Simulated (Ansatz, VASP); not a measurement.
Two plane-wave programs on Ba2SeO

The input INCAR:

```
  ALGO = Normal
  EDIFF = 1E-6
  ENCUT = 520
  GGA = PE
  ISIF = 2
  ISMEAR = 0
  LASPH = T
  LCHARG = F
  LREAL = F
  LWAVE = F
  NBANDS = 24
  NELM = 100
  PREC = Accurate
  SIGMA = 0.01
```

Contents of KPOINTS:

```
k-points
0
Gamma
  6 6 4
```

The input POSCAR:

```
Ba2SeO
1.0
    4.4010517887      0.0000000000      0.0000000000
    0.0000000000      4.4010517887      0.0000000000
    0.0000000000      0.0000000000      6.2351468621
O Ba Se
1 2 1
Direct
    0.0000000000      0.0000000000      0.0000000000
    0.0000000000      0.0000000000      0.5000000000
    0.5000000000      0.5000000000      0.0000000000
    0.5000000000      0.5000000000      0.5000000000
```

Input for Ansatz:

```yaml
crystal:
  lattice:
    - [4.4010517887, 0.0, 0.0]
    - [0.0, 4.4010517887, 0.0]
    - [0.0, 0.0, 6.2351468621]
  atoms:
    - { symbol: O, position: [0.0, 0.0, 0.0] }
    - { symbol: Ba, position: [0.0, 0.0, 0.5] }
    - { symbol: Se, position: [0.5, 0.5, 0.5] }
    - { symbol: Ba, position: [0.5, 0.5, 0.0] }
kpoints:
  mp_grid: { grid: [6, 6, 4] }
  band_path:
    path:
      - [0.0, 0.0, 0.0]
      - [0.0, 0.5, 0.0]
      - [0.5, 0.5, 0.0]
      - [0.0, 0.0, 0.5]
      - [0.0, 0.5, 0.5]
      - [0.5, 0.5, 0.5]
    npoints: 1
hamiltonian:
  xc: pbe
scf:
  occupations: { method: fixed }
  n_extra_bands: 5
output:
  forces: true
  stress: true
  eigenvalues: true
```

Alike in both runs: task single point; functional PBE; k mesh 6 × 6 × 4; no spin polarisation.

|  | VASP | Ansatz |
| --- | --- | --- |
| version | VASP 6.6.1 | Ansatz 0.2.0 |
| potentials or method | VASP PAW PBE potentials, release 64 (O, Ba_sv, Se) | plane waves, PAW |
| plane-wave cutoff (eV) | 520 | 420 |
| occupations | gaussian, width 0.01 eV | fixed |
| valence electrons in the cell | 32 | 42 |

Ansatz gave:

```
gap on the k mesh at the Fermi level (eV) : 1.48
pressure (GPa)                            : 0.4
```

What did VASP give for the same quantities?

gap on the k mesh at the Fermi level (eV): 1.41; pressure (GPa): 1.1.

VASP's potentials hold 32 valence electrons a cell and Ansatz's 42, so a difference there can come from the potentials and not from the codes.

Neither program's run includes spin-orbit coupling.
